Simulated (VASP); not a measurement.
Ti: single point with PBE

The system is Ti, a slab with vacuum.

```
CELL_PARAMETERS angstrom
4.57935 0.00000 0.00000
-2.28967 4.87318 0.00000
0.00000 0.00000 19.37759
ATOMIC_POSITIONS crystal
Ti 0.52595 0.05190 0.36124
Ti 0.83114 0.66228 0.38106
Ti 0.13633 0.27266 0.40089
Ti 0.35709 0.71419 0.48018
Ti 0.66408 0.32814 0.49763
Ti 0.96974 0.93933 0.51746
Ti 0.19053 0.38164 0.59655
Ti 0.50111 0.00256 0.61153
Ti 0.80265 0.60554 0.63480
```

```json
{"Program": "VASP 6.6.1", "Task": "single point", "Functional": "PBE", "Potentials or basis": "VASP PAW PBE potentials, release 64 (Ti_sv)", "Cutoff": "520 eV", "k mesh": "7 × 6 × 1", "Occupations": "gaussian, width 0.1 eV", "Spin": "no spin polarisation", "Dipole correction": "yes", "Further INCAR settings": "ALGO = Normal; EDIFF = 1e-06; NBANDS = 64; ISYM = 0"}
```

The largest force is 0.528 eV/Å. The band gap on the k mesh is zero (band 54 reaches 0.59 eV, above the bottom of band 55 at 0.54 eV).

Forces in eV/Å, atoms in the order of the input:
```
Ti  -0.003  0.011  0.046
Ti   0.001 -0.256  0.461
Ti   0.005  0.088 -0.186
Ti  -0.003  0.145 -0.285
Ti   0.000  0.007 -0.007
Ti   0.001  0.009  0.001
Ti  -0.002 -0.010 -0.007
Ti   0.000  0.000 -0.011
Ti   0.001  0.007 -0.012
```

Levels at points of the mesh, in eV from the Fermi level:
```
           k point  band 51  band 52  band 53  band 54  band 55  band 56  band 57  band 58
(0.00, 0.00, 0.00)    -0.53    -0.11    -0.03     0.04     0.11     0.33     0.34     0.42
(0.00, 0.50, 0.00)    -0.63    -0.42    -0.26    -0.21     0.05     0.09     0.57     0.58
```

Wall time 31 min on 1 thread of Intel(R) Xeon(R) Platinum 8375C CPU @ 2.90GHz (Ice Lake), with other jobs on the host, peak memory 0.69 GiB.
